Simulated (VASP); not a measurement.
Wanted: the native input for a VASP 6.6.1 run.

```
Task                   : single point
Functional             : PBEsol
Potentials or basis    : VASP PAW PBE potentials, release 64 (In_d, Sb)
Cutoff                 : 520 eV
k mesh                 : 16 × 16 × 16
Occupations            : gaussian, width 0.15 eV
Spin                   : no spin polarisation
Dipole correction      : no
Further INCAR settings : ALGO = Normal; EDIFF = 1e-07; NBANDS = 16
```

The structure of InSb lies in POSCAR:

```
InSb
1.0
    0.0000000000      3.1295318976      2.9991347352
    3.1295318976      0.0000000000      2.9991347352
    3.1295318976      3.1295318976      0.0000000000
In Sb
1 1
Direct
    0.0000000000      0.0000000000      0.0000000000
    0.7500000000      0.7500000000      0.7500000000
```

This cell differs from its parent crystal: strain -0.040 along x and y, -0.080 along z.

The input as run:

INCAR

```
SYSTEM = InSb
ALGO = Normal ; EDIFF = 1E-7
ENCUT = 520 ; GGA = PS
ISIF = 2 ; ISMEAR = 0
LASPH = .TRUE. ; LCHARG = .FALSE.
LREAL = .FALSE. ; LWAVE = .FALSE.
NBANDS = 16 ; NELM = 60
PREC = Accurate ; SIGMA = 0.15
```

KPOINTS

```
k-points
0
G
  16 16 16
  0 0 0
```

Potentials or basis: VASP PAW PBE potentials, release 64 (In_d, Sb).

Command:

```sh
$ cat potpaw_PBE.64/In_d/POTCAR potpaw_PBE.64/Sb/POTCAR > POTCAR
$ mpirun -np 1 vasp_std > vasp.out
```

Results of the run:

```json
{"Pressure": "10.4 GPa", "Band gap on the k mesh": "0.44 eV"}
```

Caveat: the cell differs from its parent crystal (strain -0.040 along x and y, -0.080 along z); the cell stands under pressure; semilocal functionals underestimate gaps, and a narrow one can read as zero; the PAW data sets were made with another functional, which shifts forces and pressure a little; spin-orbit coupling is left out, which moves the levels of the heavy elements.

It took 2.2 min on 1 thread of Intel(R) Xeon(R) 6975P-C (Granite Rapids), on a shared host, peak memory 0.45 GiB.
